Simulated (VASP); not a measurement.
Write the native input for VASP 6.6.1 that does the following.

```yaml
Task: electric field gradients
Functional: PBE
Potentials_or_basis: VASP PAW PBE potentials, release 64 (Hf_pv, B)
Cutoff: 420 eV
k_mesh: 11 × 11 × 11
Occupations: fermi-dirac, width 0.05 eV
Spin: no spin polarisation
Dipole_correction: no
Further_INCAR_settings: ALGO = Normal; EDIFF = 1e-08; NBANDS = 14
```

The structure of HfB lies in POSCAR:

```
HfB
1.0
    0.0000000000      2.3100000000      2.3100000000
    2.3100000000      0.0000000000      2.3100000000
    2.3100000000      2.3100000000      0.0000000000
Hf B
1 1
Direct
    0.5000000000      0.5000000000      0.5000000000
    0.0000000000      0.0000000000      0.0000000000
```

The input as run:

INCAR

```
PREC = Accurate
ENCUT = 420
EDIFF = 1E-8
ISMEAR = -1
SIGMA = 0.05
LREAL = F
LASPH = T
NELM = 120
ALGO = Normal
ISIF = 2
LWAVE = F
LCHARG = F
GGA = PE
LEFG = T
NBANDS = 14
GGA_COMPAT = F
```

KPOINTS

```
regular mesh
0
Gamma
  11 11 11
```

Potentials or basis: VASP PAW PBE potentials, release 64 (Hf_pv, B).

Run with:

```bash
$ cat potpaw_PBE.64/Hf_pv/POTCAR potpaw_PBE.64/B/POTCAR > POTCAR
$ mpirun -np 1 vasp_std > vasp.out
```

It gave:

```
Pressure : 30.6 GPa
```

Caveat: without QUAD_EFG the Cq values of the log hold for a quadrupole moment of 1 mb, not for the nuclei.

Wall time 27 s on 1 thread of Intel Xeon 8259CL (shared host), peak memory 0.15 GiB.
